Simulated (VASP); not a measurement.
# Si4Mo2C in VASP: relaxation of the atoms with PBE

Aim: the relaxation of the atoms of Si4Mo2C with PBE.

Program: VASP 6.6.1. These are calculated values, not measurements. Logs are shortened: lines on timing, memory, paths and dates and some standing lists are left out, and cuts for length are marked.

**1. The cell of the first run**

The cell holds a slab with vacuum, 7 atoms: a = 3.217 Å, b = 3.217 Å, c = 21.879 Å, α = 90.00°, β = 90.00°, γ = 90.00°.

**2. Relaxation of the atoms, PBE**

The input, INCAR:

```
SYSTEM = Si4Mo2C
PREC     = Accurate       ! precision mode
ENCUT    = 520            ! plane-wave cutoff, eV
EDIFF    = 1E-7           ! SCF threshold, eV
ISMEAR   = 0              ! smearing method
SIGMA    = 0.1            ! smearing width, eV
LREAL    = .False.        ! projectors in reciprocal space
LASPH    = .True.         ! aspherical terms in the spheres
NELM     = 60             ! most SCF steps
ALGO     = Normal         ! electronic algorithm
ISIF     = 2              ! what is computed and relaxed
LWAVE    = .False.        ! write WAVECAR
LCHARG   = .False.        ! write CHGCAR
LDIPOL   = .True.       
IDIPOL   = 3            
DIPOL    = 0.5 0.5 0.355
GGA      = PE             ! functional
IBRION   = 2              ! ionic algorithm
NSW      = 36             ! ionic steps
EDIFFG   = -0.025         ! ionic threshold
```

The input, KPOINTS:

```
regular mesh
0
Gamma
  8 8 1
  0 0 0
```

The input, POSCAR:

```
Si4Mo2C
1.0
    3.2169717285      0.0000000000      0.0000000000
    0.0000000000      3.2169717285      0.0000000000
    0.0000000000      0.0000000000     21.8787970046
Si Mo C
4 2 1
Selective dynamics
Direct
    0.0000000000      0.0000000000      0.1828254085  F F F
    0.0000000000      0.0000000000      0.3015081460  F F F
    0.5000000000      0.5000000000      0.3593659936  F F F
    0.5000000000      0.5000000000      0.4743769505  F F F
    0.5000000000      0.5000000000      0.2421667772  F F F
    0.0000000000      0.0000000000      0.4192862006  F F F
    0.8750000000      0.8750000000      0.5080896121  F F T
```

Potentials or basis: VASP PAW PBE potentials, release 64 (Si, Mo_sv, C).

The run is started by

```console
$ cat potpaw_PBE.64/Si/POTCAR potpaw_PBE.64/Mo_sv/POTCAR potpaw_PBE.64/C/POTCAR > POTCAR
$ mpirun -np 1 vasp_std > vasp.out
```

OUTCAR:

```text
SYSTEM = Si4Mo2C
   PREC = Accurate
   ENCUT = 520
   EDIFF = 1E-7
   ISMEAR = 0
   LREAL = .False.
   LASPH = .True.
   NELM = 60
   ISIF = 2
   GGA = PE
   IBRION = 2
   NSW = 36
   EDIFFG = -0.025

 ion  position               nearest neighbor table
   1  0.000  0.000  0.183-   2 2.60   5 2.62   5 2.62   5 2.62   5 2.62
   2  0.000  0.000  0.302-   6 2.58   1 2.60   3 2.60   3 2.60   3 2.60   3 2.60   5 2.62   5 2.62
                             5 2.62   5 2.62
   3  0.500  0.500  0.359-   4 2.52   5 2.56   2 2.60   2 2.60   2 2.60   2 2.60   6 2.63   6 2.63
                             6 2.63   6 2.63
   4  0.500  0.500  0.474-   7 1.86   7 2.46   7 2.46   3 2.52   6 2.57   6 2.57   6 2.57   6 2.57

   5  0.500  0.500  0.242-   3 2.56   1 2.62   1 2.62   1 2.62   1 2.62   2 2.62   2 2.62   2 2.62
                             2 2.62
   6  0.000  0.000  0.419-   7 2.02   4 2.57   4 2.57   4 2.57   4 2.57   2 2.58   3 2.63   3 2.63
                             3 2.63   3 2.63
   7  0.875  0.875  0.508-   4 1.86   6 2.02   4 2.46   4 2.46

  LATTYP: Found a simple tetragonal cell.
 ALAT       =     3.2169717285
 C/A-ratio  =     6.8010535532

  Lattice vectors:

 A1 = (   3.2169717285,   0.0000000000,   0.0000000000)
 A2 = (   0.0000000000,   3.2169717285,   0.0000000000)
 A3 = (   0.0000000000,   0.0000000000,  21.8787970046)

Analysis of symmetry for initial positions (statically):
=====================================================================
 Subroutine PRICEL returns:
 Original cell was already a primitive cell.

 Routine SETGRP: Setting up the symmetry group for a
 simple tetragonal supercell.

 Subroutine GETGRP returns: Found  2 space group operations
 (whereof  2 operations were pure point group operations)
 out of a pool of 16 trial point group operations.

The static configuration has the point symmetry C_1h.

Analysis of symmetry for dynamics (positions and initial velocities):
=====================================================================
 Subroutine PRICEL returns:
 Original cell was already a primitive cell.

 Routine SETGRP: Setting up the symmetry group for a
 simple tetragonal supercell.

 Subroutine GETGRP returns: Found  2 space group operations
 (whereof  2 operations were pure point group operations)
 out of a pool of 16 trial point group operations.
[... 132 lines left out ...]
   NELECT =      48.0000    total number of electrons
   NUPDOWN=      -1.0000    fix difference up-down
   EMIN   =  10.00;   EMAX   =-10.00  energy-range for DOS
   EFERMI =   0.00;   METHOD = LEGACY
   ISMEAR =     0;   SIGMA  =   0.10  broadening in eV -4-tet -1-fermi 0-gaus
   EFERMI_NEDOS =   21; number of points for ismear=-14 and -15
   IALGO  =     38    algorithm
   IMIX   =      4    mixing-type and parameters
     AMIX     =   0.40;   BMIX     =  1.00
     AMIX_MAG =   1.60;   BMIX_MAG =  1.00
  volume/ion in A,a.u.               =      32.35       218.28
  Fermi-wavevector in a.u.,A,eV,Ry     =   0.976149  1.844653 12.964530  0.952866
  Thomas-Fermi vector in A             =   2.106744
   LORBIT       =      0    0 simple, 1 ext, 2 COOP (PROOUT), +10 PAW based schemes
   GGA     = PE    functional components
   LHFCALC =     F    Hartree Fock is set to
   AEXX    =    0.0000 exact exchange contribution
   IVDW    =     0    specifies the selected vdW correction
   LEPSILON=     F    determine dielectric tensor
   LRPA    =     F    only Hartree local field effects (RPA)
 conjugate gradient relaxation of ions
 non-spin polarized calculation
 Gauss-broadening in eV      SIGMA  =   0.10
  energy-cutoff  :      520.00
  volume of cell :      226.42
 maximum number of plane-waves:      6156
   NGX = 11   NGY = 11   NGZ = 81

 dipolmoment           0.000000      0.000000     -0.163721 electrons x Angstroem

--------------------------------------- Ionic step        1  -------------------------------------------

 number of electron      48.0000007 magnetization

 Free energy of the ion-electron system (eV)
  ---------------------------------------------------
  ext. energy  EPLUGINS =         0.00000000
  ---------------------------------------------------
  free energy    TOTEN  =       -49.57334517 eV

  energy without entropy =      -49.54655686  energy(sigma->0) =      -49.55995102

------------------------ aborting loop because EDIFF is reached ----------------------------------------

  FORCE on cell =-STRESS in cart. coord.  units (eV):
  Direction    XX          YY          ZZ          XY          YZ          ZX
  --------------------------------------------------------------------------------------
  -------------------------------------------------------------------------------------
  Total        0.4808968      0.4808968      5.1182494      0.6438286     -0.0171307     -0.0171320
  in kB        3.4028636      3.4028636     36.2171355      4.5557817     -0.1212184     -0.1212272
  external PRESSURE =      14.3409543 kB  Pullay stress =       0.0000000 kB
[... 69 lines left out ...]
--------------------------------------- Ionic step        3  -------------------------------------------

 number of electron      48.0000006 magnetization

 dipolmoment           0.000000      0.000000      0.103843 electrons x Angstroem

 Free energy of the ion-electron system (eV)
  ---------------------------------------------------
  ext. energy  EPLUGINS =         0.00000000
  ---------------------------------------------------
  free energy    TOTEN  =       -49.57373802 eV

  energy without entropy =      -49.54709160  energy(sigma->0) =      -49.56041481

 E-fermi :   1.3227     XC(G=0):  -5.6615

 val. band max:        1.3204120757   @ k =   0.2500   0.2500   0.0000
 cond. band min:       1.3341065437   @ k =  -0.2500   0.2500   0.0000
 fundamental gap:      0.0136944680
 Fermi energy:         1.3227343322

 k-point     1 :       0.0000    0.0000    0.0000
  band No.  band energies     occupation
      1     -59.7337      2.00000
      2     -59.2920      2.00000
      3     -34.0213      2.00000
      4     -33.8522      2.00000
      5     -33.7725      2.00000
      6     -33.4439      2.00000
[... 640 lines left out ...]
     27       3.2013      0.00000
     28       3.7430      0.00000

------------------------ aborting loop because EDIFF is reached ----------------------------------------

 vacuum level on the upper side and lower side of the slab       (xc-potential included)         0.873        -0.950

  FORCE on cell =-STRESS in cart. coord.  units (eV):
  Direction    XX          YY          ZZ          XY          YZ          ZX
  --------------------------------------------------------------------------------------
  -------------------------------------------------------------------------------------
  Total        0.3917130      0.3917130      4.9045212      0.5839294      0.0036726      0.0036714
  in kB        2.7717923      2.7717923     34.7047779      4.1319302      0.0259876      0.0259793
  external PRESSURE =      13.4161209 kB  Pullay stress =       0.0000000 kB
[... 22 lines left out ...]
  FREE ENERGIE OF THE ION-ELECTRON SYSTEM (eV)
  ---------------------------------------------------
  free  energy   TOTEN  =       -49.5737380181 eV

  energy  without entropy=      -49.5470916037  energy(sigma->0) =      -49.56041481

 reached required accuracy - stopping structural energy minimisation

 vacuum level on the upper side and lower side of the slab         7.565         5.733
```

OSZICAR:

```text
N       E                     dE             d eps       ncg     rms          rms(c)
DAV:   1     0.348853981087E+03    0.34885E+03   -0.25817E+04  1496   0.145E+03
DAV:   2    -0.313707203045E+02   -0.38022E+03   -0.37237E+03  1440   0.346E+02
DAV:   3    -0.522154539379E+02   -0.20845E+02   -0.19614E+02  1500   0.695E+01
[... 59 lines left out ...]
DAV:  10    -0.495737369244E+02   -0.26221E-06   -0.30173E-08   776   0.952E-04    0.378E-04
DAV:  11    -0.495737373311E+02   -0.40676E-06   -0.23059E-08   752   0.577E-04    0.329E-04
DAV:  12    -0.495737376129E+02   -0.28175E-06   -0.13870E-08   704   0.431E-04    0.237E-04
DAV:  13    -0.495737379221E+02   -0.30926E-06   -0.28150E-08   740   0.442E-04    0.142E-04
DAV:  14    -0.495737380181E+02   -0.95989E-07   -0.55743E-09   684   0.233E-04
   3 F= -.49573738E+02 E0= -.49560415E+02  d E =-.392844E-03
```

It took 5.9 min on 1 thread of Intel Xeon Platinum 8488C (Sapphire Rapids), shared host; peak memory 0.38 GiB.

Results:

```yaml
Free_energy: -49.5737 eV
Energy_gained_by_relaxing: 0.1 meV/atom
Ionic_steps: 3
Band_gap_on_the_k_mesh: zero (bands 24 and 25 overlap by 0.12 eV)
```

Step by step:
```tsv
step	energy change (eV)	largest force on free atoms (eV/Å)	pressure (GPa)
1	0.0000	0.0937	1.43
2	-0.0003	0.0434	1.39
3	-0.0004	0.0029	1.34
```

Final structure:
```cif
data_structure
_symmetry_space_group_name_H-M 'P 1'
_symmetry_Int_Tables_number 1
_cell_length_a 3.2170
_cell_length_b 3.2170
_cell_length_c 21.8788
_cell_angle_alpha 90.000
_cell_angle_beta 90.000
_cell_angle_gamma 90.000
_cell_volume 226.42
loop_
_atom_site_label
_atom_site_type_symbol
_atom_site_fract_x
_atom_site_fract_y
_atom_site_fract_z
_atom_site_occupancy
Si1 Si 0.00000 0.00000 0.18283 1
Si2 Si 0.00000 0.00000 0.30151 1
Si3 Si 0.50000 0.50000 0.35937 1
Si4 Si 0.50000 0.50000 0.47438 1
Mo1 Mo 0.50000 0.50000 0.24217 1
Mo2 Mo 0.00000 0.00000 0.41929 1
C1 C 0.87500 0.87500 0.50849 1
```
